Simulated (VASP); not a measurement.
Wanted: the native input for a VASP 6.6.1 run.

```
Task                               : single point
Functional                         : r2SCAN0
Potentials or basis                : VASP PAW PBE potentials, release 64 (Ga_d)
Cutoff                             : 520 eV
k mesh                             : 5 × 5 × 5
Occupations                        : fermi-dirac, width 0.05 eV
Spin                               : no spin polarisation
Dipole correction                  : no
Grid for exact exchange (PRECFOCK) : Normal
Further INCAR settings             : ALGO = Normal; EDIFF = 1e-06; NBANDS = 12
Share of exact exchange            : 0.25
```

Ga:

```
Ga
1.0
     2.71648    0.00000    0.00000
     0.00000    2.71648    0.00000
     0.00000    0.00000    2.71648
Ga
1
Cartesian
  0.0000 0.0000 0.0000
```

This isn't the form of Ga at room conditions, which is orthorhombic.

These files were run (other wordings do the same):

POSCAR

```
Ga
1.0
    2.7164800000      0.0000000000      0.0000000000
    0.0000000000      2.7164800000      0.0000000000
    0.0000000000      0.0000000000      2.7164800000
Ga
1
Direct
    0.0000000000      0.0000000000      0.0000000000
```

INCAR.step1

```
SYSTEM = Ga
ALGO = Normal
EDIFF = 1E-5
ENCUT = 520
GGA = PE
ISIF = 2
ISMEAR = -1
LASPH = .TRUE.
LREAL = .FALSE.
LWAVE = .TRUE.
NBANDS = 12
NELM = 80
PREC = Accurate
SIGMA = 0.05
```

INCAR.step2

```
SYSTEM = Ga
AEXX = 0.25
ALGO = Normal
EDIFF = 1E-6
ENCUT = 520
ISIF = 2
ISMEAR = -1
ISTART = 1
LASPH = .TRUE.
LCHARG = .TRUE.
LELF = .TRUE.
LHFCALC = .TRUE.
LMIXTAU = .TRUE.
LREAL = .FALSE.
LVHAR = .TRUE.
LWAVE = .FALSE.
METAGGA = R2SCAN
NBANDS = 12
NELM = 80
PREC = Accurate
PRECFOCK = Normal
SIGMA = 0.05
```

KPOINTS

```
k-points
0
G
  5 5 5
  0 0 0
```

Potentials or basis: VASP PAW PBE potentials, release 64 (Ga_d).

The run is started by

```sh
$ cat potpaw_PBE.64/Ga_d/POTCAR > POTCAR
$ cp INCAR.step1 INCAR
$ mpirun -np 1 vasp_std > vasp.out
$ cp INCAR.step2 INCAR
$ mpirun -np 1 vasp_std > vasp.out
```

It gave:

| Property | Result |
| --- | --- |
| Pressure | -3.1 GPa |
| Band gap on the k mesh | zero (an odd number of electrons rules out a gap without spin polarisation) |

Caveat: the k points lie up to 0.46 Å⁻¹ apart, too coarse for converged energies and pressures of a metal; the PAW data sets were made with another functional, which shifts forces and pressure a little.

Run time: 110 s on 1 thread of Intel(R) Xeon(R) Platinum 8488C (Sapphire Rapids), with other jobs on the host, peak memory 0.13 GiB.
